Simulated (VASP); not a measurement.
A run of VASP 6.6.1 is set up as follows.

INCAR

```
SYSTEM = Nb3ReTe
PREC = Accurate ; ENCUT = 520
EDIFF = 1E-7 ; ISMEAR = 0
SIGMA = 0.1 ; LREAL = .FALSE.
LASPH = .TRUE. ; NELM = 150
ALGO = Normal ; ISIF = 2
LWAVE = .FALSE. ; LCHARG = .TRUE.
ISPIN = 2 ; MAGMOM = 1 1 1 1 0
LORBIT = 11 ; LMAXMIX = 4
GGA = PE ; LELF = .TRUE.
LVHAR = .TRUE. ; NBANDS = 38
```

File KPOINTS:

```
Automatic mesh
0
G
  4 4 2
  0 0 0
```

The input POSCAR:

```
Nb3ReTe
1.0
    3.7813840334      0.0000000000      0.0000000000
    0.0000000000      3.7813840334      0.0000000000
    0.0000000000      0.0000000000      7.6117293536
Nb Re Te
3 1 1
Direct
    0.5000000000      0.0000000000      0.5823639607
    0.0000000000      0.5000000000      0.5823639607
    0.5000000000      0.5000000000      0.9158925434
    0.0000000000      0.0000000000      0.8679461743
    0.5000000000      0.5000000000      0.2992915610
```

Potentials or basis: VASP PAW PBE potentials, release 64 (Nb_sv, Re, Te).

The run is started by

```bash
$ cat potpaw_PBE.64/Nb_sv/POTCAR potpaw_PBE.64/Re/POTCAR potpaw_PBE.64/Te/POTCAR > POTCAR
$ mpirun -np 1 vasp_std > vasp.out
```

Task: What does it give for the largest force?

Result: 0.069 eV/Å.

Task: What does it give for the net moment?

Result: 0.00 μB per cell.

Task: What does it give for the pressure?

Result: -0.1 GPa.

Task: Predict the band gap on the k mesh.

Result: Zero (filled and empty bands overlap).

Forces on the atoms (eV/Å):
```
Nb   0.000  0.000 -0.009
Nb   0.000  0.000 -0.009
Nb   0.000  0.000 -0.021
Re   0.000  0.000 -0.029
Te   0.000  0.000  0.069
```

Caveat: the k points lie up to 0.42 Å⁻¹ apart; spin-orbit coupling is left out, which moves the levels of the heavy elements.
